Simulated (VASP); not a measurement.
Runs of VASP 6.6.1 on SiC. The structure is that of space group F-43m (No. 216), or close to it. The cells are those of the table. 

```tsv
task	cell	gap on the mesh (eV)	pressure (GPa)
single point	a = 3.035, b = 3.035, c = 4.292 Å, 4 atoms	(a)	14.4
relaxation of the atoms	atoms relaxed from a = 3.097, b = 3.097, c = 4.381 Å, angles 90.0, 88.9, 90.0°, 4 atoms	1.26	0.0
relaxation of the atoms	atoms relaxed from a = 3.097, b = 3.097, c = 4.383 Å, angles 90.0, 87.7, 90.0°, 4 atoms	1.14	0.1
single point	a = 3.128, b = 3.128, c = 4.424 Å, 4 atoms	(b)	-6.0
single point	a = 3.097, b = 3.097, c = 4.380 Å, 4 atoms	1.37	0.0
```

Alike in all rows: level PBE; potentials or basis VASP PAW PBE potentials, release 64 (Si, C); no spin polarisation; k mesh 10 × 10 × 6; cutoff (eV) 520; smearing gaussian 0.02 eV.

Problem. Fill in the values left out.

Solution. (a) 1.31; (b) 1.40.

Caveats: the cell stands under pressure (at least some runs); the cell stands under tension (at least some runs).

A k mesh can miss the band edges.
